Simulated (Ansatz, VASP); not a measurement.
## One calculation of Pb, two programs

```
Pb
1.0
     0.00000    2.51943    2.51943
     2.51943    0.00000    2.51943
     2.51943    2.51943    0.00000
Pb
1
Direct
  0.00000 0.00000 0.00000
```

Alike in both runs: functional PBE; k mesh 14 × 14 × 14; occupations gaussian, width 0.1 eV; no spin polarisation.

Ansatz relaxed the structure, and its values are those at the end. VASP's run is a single point on that final structure, the one shown.

```csv
,VASP,Ansatz
version,VASP 6.6.1,Ansatz 0.2.0
potentials or method,"VASP PAW PBE potentials, release 64 (Pb_d), cutoff 520 eV","scalar-relativistic, plane waves, PAW"
valence electrons in the cell,14,14
```

```tsv
	VASP	Ansatz	Ansatz less VASP
gap on the k mesh at the Fermi level (eV)	none	none	-
pressure (GPa)	0.0	0.1	+0.01
```

A gap of «none» marks a metal or a gap that the smearing closes. With one functional, cell and mesh, what is left measures potentials, basis and numerics.

Spin-orbit coupling is off throughout.
